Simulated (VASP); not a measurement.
Set up this calculation in VASP 6.6.1, as the native input.

```yaml
Task: single point
Functional: PBE
Potentials_or_basis: VASP PAW PBE potentials, release 64 (Sn_d, Se)
Cutoff: 520 eV
k_mesh: 6 × 6 × 6
Occupations: fermi-dirac, width 0.01 eV
Spin: no spin polarisation
Dipole_correction: no
Further_INCAR_settings: ALGO = Normal; EDIFF = 1e-07; NBANDS = 17
```

The structure of SnSe lies in POSCAR:

```
SnSe
1.0
    0.0000000000      3.3900301511      3.3900301511
    3.3900301511      0.0000000000      3.3900301511
    3.3900301511      3.3900301511      0.0000000000
Sn Se
1 1
Direct
    0.0000000000      0.0000000000      0.0000000000
    0.2500000000      0.2500000000      0.2500000000
```

The input as run:

INCAR

```
PREC = Accurate ; ENCUT = 520
EDIFF = 1E-7 ; ISMEAR = -1
SIGMA = 0.01 ; LREAL = False
LASPH = True ; NELM = 60
ALGO = Normal ; ISIF = 2
LWAVE = False ; LCHARG = False
GGA = PE ; NBANDS = 17
```

KPOINTS

```
Automatic mesh
0
Gamma
  6 6 6
```

Potentials or basis: VASP PAW PBE potentials, release 64 (Sn_d, Se).

Launch:

```console
$ cat potpaw_PBE.64/Sn_d/POTCAR potpaw_PBE.64/Se/POTCAR > POTCAR
$ mpirun -np 1 vasp_std > vasp.out
```

It gave:

The pressure is 0.0 GPa and the band gap on the k mesh is 0.21 eV (least direct gap 0.68 eV).

Caveat: spin-orbit coupling is left out, which moves the levels of the heavy elements.

Wall time 20 s on 1 thread of Intel Xeon 8259CL (shared host), peak memory 0.2 GiB.
